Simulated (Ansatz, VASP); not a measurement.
# Two plane-wave programs on Ga

Contents of POSCAR:

```
Ga
1.0
    2.7161341731      0.0000000000      0.0000000000
    0.0000000000      2.7161341731      0.0000000000
    0.0000000000      0.0000000000      2.7171847977
Ga
1
Direct
    0.0000000000      0.0000000000      0.0000000000
```

Contents of INCAR.step1:

```
SYSTEM = Ga
ALGO     = Normal         ! electronic algorithm
EDIFF    = 1E-4           ! SCF threshold, eV
ENCUT    = 520            ! plane-wave cutoff, eV
GGA      = PE             ! functional
ISMEAR   = 0              ! smearing method
LASPH    = .True.         ! aspherical terms in the spheres
LCHARG   = .False.        ! write CHGCAR
LREAL    = .False.        ! projectors in reciprocal space
LWAVE    = .True.         ! write WAVECAR
NBANDS   = 12             ! bands
NELM     = 100            ! most SCF steps
PREC     = Accurate       ! precision mode
SIGMA    = 0.1            ! smearing width, eV
```

File INCAR.step2:

```
SYSTEM = Ga
ALGO     = Normal         ! electronic algorithm
EDIFF    = 1E-6           ! SCF threshold, eV
ENCUT    = 520            ! plane-wave cutoff, eV
ISIF     = 2              ! what is computed and relaxed
ISMEAR   = 0              ! smearing method
ISTART   = 1            
LASPH    = .True.         ! aspherical terms in the spheres
LCHARG   = .False.        ! write CHGCAR
LMIXTAU  = .True.       
LREAL    = .False.        ! projectors in reciprocal space
LWAVE    = .False.        ! write WAVECAR
METAGGA  = R2SCAN         ! meta-GGA
NBANDS   = 12             ! bands
NELM     = 100            ! most SCF steps
PREC     = Accurate       ! precision mode
SIGMA    = 0.1            ! smearing width, eV
```

File KPOINTS:

```
k-points
0
Gamma
  20 20 20
  0 0 0
```

Input for Ansatz:

```yaml
crystal:
  lattice:
    - [2.7161341731, 0.0, 0.0]
    - [0.0, 2.7161341731, 0.0]
    - [0.0, 0.0, 2.7171847977]
  atoms:
    - { symbol: Ga, position: [0.0, 0.0, 0.0] }
basis:
  ecutwfc: 500
kpoints:
  mp_grid: { grid: [20, 20, 20] }
  band_path:
    path:
      - [[0.0, 0.0, 0.0], [0.0, 0.5, 0.0], [0.5, 0.5, 0.0], [0.0, 0.0, 0.0], [0.0, 0.0, 0.5], [0.0, 0.5, 0.5], [0.5, 0.5, 0.5], [0.0, 0.0, 0.5]]
      - [[0.0, 0.5, 0.0], [0.0, 0.5, 0.5]]
      - [[0.5, 0.5, 0.0], [0.5, 0.5, 0.5]]
    npoints: 14
hamiltonian:
  xc: r2scan
scf:
  occupations: { method: gaussian, width: 0.1 }
  n_extra_bands: 6
output:
  forces: true
  stress: true
  eigenvalues: true
  populations: true
  dos: { projected: true, de: 0.02, nscf_kmesh: { grid: [24, 24, 24] } }
  bader: true
  write_density: true
  write_potential: true
  elf: true
  volumetric_format: npy
```

Alike in both runs: task single point; functional r2SCAN; k mesh 20 × 20 × 20; occupations gaussian, width 0.1 eV; no spin polarisation.

|  | VASP | Ansatz |
| --- | --- | --- |
| version | VASP 6.6.1 | Ansatz 0.2.0 |
| potentials or method | VASP PAW PBE potentials, release 64 (Ga_d), cutoff 520 eV | scalar-relativistic, plane waves, PAW |
| valence electrons in the cell | 13 | 13 |

Ansatz gave:

| Property | Result |
| --- | --- |
| gap on the k mesh at the Fermi level (eV) | none |
| pressure (GPa) | -2.6 |

Problem. Which values does VASP return?

Solution. gap on the k mesh at the Fermi level (eV): none; pressure (GPa): -2.5.

VASP's potentials were made for PBE, not for r2SCAN. A gap of «none» marks a metal or a gap that the smearing closes. With one functional, cell and mesh, what is left measures potentials, basis and numerics.
